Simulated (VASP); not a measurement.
Here is a VASP 6.6.1 calculation.

The input INCAR:

```
SYSTEM = Pt
PREC     = Accurate       ! precision mode
ENCUT    = 520            ! plane-wave cutoff, eV
EDIFF    = 1E-6           ! SCF threshold, eV
ISMEAR   = 0              ! smearing method
SIGMA    = 0.1            ! smearing width, eV
LREAL    = .FALSE.        ! projectors in reciprocal space
LASPH    = .TRUE.         ! aspherical terms in the spheres
NELM     = 60             ! most SCF steps
ALGO     = Normal         ! electronic algorithm
ISIF     = 2              ! what is computed and relaxed
LWAVE    = .FALSE.        ! write WAVECAR
LCHARG   = .TRUE.         ! write CHGCAR
GGA      = RE             ! functional
LELF     = .TRUE.         ! ELF
LVHAR    = .TRUE.       
NBANDS   = 11             ! bands
```

File KPOINTS:

```
Automatic mesh
0
G
  7 7 7
  0 0 0
```

The input POSCAR:

```
Pt
1.0
    2.6343986479      0.0000000000      0.0000000000
    0.0000000000      2.6343986479      0.0000000000
    0.0000000000      0.0000000000      2.6343986479
Pt
1
Direct
    0.0000000000      0.0000000000      0.0000000000
```

Potentials or basis: VASP PAW PBE potentials, release 64 (Pt).

Launch:

```console
$ cat potpaw_PBE.64/Pt/POTCAR > POTCAR
$ mpirun -np 1 vasp_std > vasp.out
```

Problem. What does it give for the band gap on the k mesh?

Solution. Zero (band 5 reaches 9.36 eV, above the bottom of band 6 at 7.29 eV).

Problem. Estimate the pressure.

Solution. -0.5 GPa.

Caveat: the PAW data sets were made with another functional, which shifts forces and pressure a little; spin-orbit coupling is left out, which moves the levels of the heavy elements.
